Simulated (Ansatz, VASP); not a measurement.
## Two plane-wave programs on Rh

File INCAR:

```
PREC = Accurate ; ENCUT = 520
EDIFF = 1E-7 ; ISMEAR = -1
SIGMA = 0.1 ; LREAL = F
LASPH = T ; NELM = 60
ALGO = Normal ; ISIF = 2
LWAVE = F ; LCHARG = F
GGA = B5 ; ALDAX = 1.0
AGGAX = 1.0 ; AGGAC = 1.0
ALDAC = 0.0 ; NBANDS = 14
```

File KPOINTS:

```
regular mesh
0
Gamma
  16 16 16
```

File POSCAR:

```
Rh
1.0
   -1.5851717003      1.5851717003      1.5851717003
    1.5851717003     -1.5851717003      1.5851717003
    1.5851717003      1.5851717003     -1.5851717003
Rh
1
Direct
    0.0000000000      0.0000000000      0.0000000000
```

Input for Ansatz:

```yaml
crystal:
  lattice:
    - [-1.5851717003, 1.5851717003, 1.5851717003]
    - [1.5851717003, -1.5851717003, 1.5851717003]
    - [1.5851717003, 1.5851717003, -1.5851717003]
  atoms:
    - { symbol: Rh, position: [0.0, 0.0, 0.0] }
hamiltonian:
  xc: blyp
  pseudopotentials:
    kind: paw
    azcp:
      Rh: "pseudopotentials/Rh.paw.azcp"
basis:
  ecutwfc: 420
  fft_grid_basis: typed
kpoints:
  mp_grid: { grid: [16, 16, 16], shift: [0, 0, 0] }
magnetization:
  spin_polarized: false
scf:
  occupations: { method: fermi_dirac, width: 0.1 }
  lower_state_search: "off"
output:
  stress: true
```

Alike in both runs: task single point; functional BLYP; k mesh 16 × 16 × 16; occupations fermi-dirac, width 0.1 eV; no spin polarisation.

|  | VASP | Ansatz |
| --- | --- | --- |
| version | VASP 6.6.1 | Ansatz 0.2.0 |
| potentials or method | VASP PAW PBE potentials, release 64 (Rh_pv), cutoff 520 eV | plane waves (420 eV) with PAW, scalar-relativistic |
| valence electrons in the cell | 15 | 17 |

|  | VASP | Ansatz | Ansatz less VASP |
| --- | --- | --- | --- |
| pressure (GPa) | -6.4 | -6.8 | -0.40 |

VASP's potentials were made for PBE, not for BLYP. The functional is the same, so the differences come from potentials, cutoffs and numerics. VASP's potentials hold 15 valence electrons a cell and Ansatz's 17, so a difference there can come from the potentials and not from the codes.
